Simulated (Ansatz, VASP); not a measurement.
# Two plane-wave programs on Ti3Si

The input POSCAR:

```
Ti3Si
1.0
    0.0000000000      3.1443560000      3.1443560000
    3.1443560000      0.0000000000      3.1443560000
    3.1443560000      3.1443560000      0.0000000000
Ti Si
3 1
Direct
    0.7500000000      0.7500000000      0.7500000000
    0.2500000000      0.2500000000      0.2500000000
    0.0000000000      0.0000000000      0.0000000000
    0.5000000000      0.5000000000      0.5000000000
```

File INCAR.step1:

```
SYSTEM = Ti3Si
ALGO = Normal ; EDIFF = 1E-4
ENCUT = 520 ; GGA = PE
ISMEAR = 0 ; ISPIN = 2
LASPH = .TRUE. ; LCHARG = .FALSE.
LMAXMIX = 4 ; LREAL = .FALSE.
LWAVE = .TRUE. ; MAGMOM = 0 0 1 0
NBANDS = 32 ; NELM = 150
PREC = Accurate ; SIGMA = 0.1
```

The input INCAR.step2:

```
SYSTEM = Ti3Si
ALGO = Normal ; EDIFF = 1E-6
ENCUT = 520 ; ISIF = 2
ISMEAR = 0 ; ISPIN = 2
ISTART = 1 ; LASPH = .TRUE.
LCHARG = .FALSE. ; LMAXMIX = 4
LMIXTAU = .TRUE. ; LORBIT = 11
LREAL = .FALSE. ; LWAVE = .FALSE.
MAGMOM = 0 0 1 0 ; METAGGA = R2SCAN
NBANDS = 32 ; NELM = 150
PREC = Accurate ; SIGMA = 0.1
```

The input KPOINTS:

```
k-points
0
G
  6 6 6
  0 0 0
```

Input for Ansatz:

```yaml
crystal:
  lattice:
    - [0.0, 3.144356, 3.144356]
    - [3.144356, 0.0, 3.144356]
    - [3.144356, 3.144356, 0.0]
  atoms:
    - { symbol: Ti, position: [0.75, 0.75, 0.75] }
    - { symbol: Ti, position: [0.25, 0.25, 0.25] }
    - { symbol: Ti, position: [0.0, 0.0, 0.0], spin: 1.0 }
    - { symbol: Si, position: [0.5, 0.5, 0.5] }
basis:
  ecutwfc: 500
kpoints:
  mp_grid: { grid: [6, 6, 6] }
hamiltonian:
  xc: r2scan
scf:
  occupations: { method: gaussian, width: 0.1 }
  lower_state_search: "off"
output:
  forces: true
  stress: true
  eigenvalues: true
  populations: true
magnetization:
  spin_polarized: true
```

Alike in both runs: task single point; functional r2SCAN; k mesh 6 × 6 × 6; occupations gaussian, width 0.1 eV; collinear spin.

```csv
,VASP,Ansatz
version,VASP 6.6.1,Ansatz 0.2.0
potentials or method,"VASP PAW PBE potentials, release 64 (Ti_sv, Si), cutoff 520 eV","scalar-relativistic, plane waves, PAW"
valence electrons in the cell,40,40
```

Ansatz gave:

* gap on the k mesh at the Fermi level (eV): none
* pressure (GPa): -0.9
* net moment per atom (μB): 0.43
* size of the moment on the site where the two differ most (μB): 1.17

Problem. Which values does VASP return?

Solution. gap on the k mesh at the Fermi level (eV): none; pressure (GPa): -0.4; net moment per atom (μB): 0.43; size of the moment on the site where the two differ most (μB): 1.19.

VASP's potentials were made for PBE, not for r2SCAN. Site moments also hang on the region over which each program counts them. A gap of «none» marks a metal or a gap that the smearing closes. Ansatz's warnings: stability check not made.
